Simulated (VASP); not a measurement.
Crystal: Ir.

```
Ir
1.0
     0.00000    1.94081    1.94081
     1.94081    0.00000    1.94081
     1.94081    1.94081    0.00000
Ir
1
Direct
  0.00000 0.00000 0.00000
```

Base run:

- Program: VASP 6.6.1
- Functional: PBE
- Potentials or basis: VASP PAW PBE potentials, release 64 (Ir)
- Cutoff: 520 eV
- k mesh: 12 × 12 × 12
- Occupations: fermi-dirac, width 0.05 eV
- Spin: no spin polarisation

Its results: pressure -2.8 GPa.

Q: The run is repeated on the same cell with these changes: functional from PBE to PBEsol; further incar settings from ALGO = Normal; EDIFF = 1e-06; NBANDS = 10 to ALGO = Fast; EDIFF = 1e-06; NBANDS = 10. What comes out?

A: Pressure -13.7 GPa.

Caveats: the PAW data sets were made with another functional, which shifts forces and pressure a little (some runs).
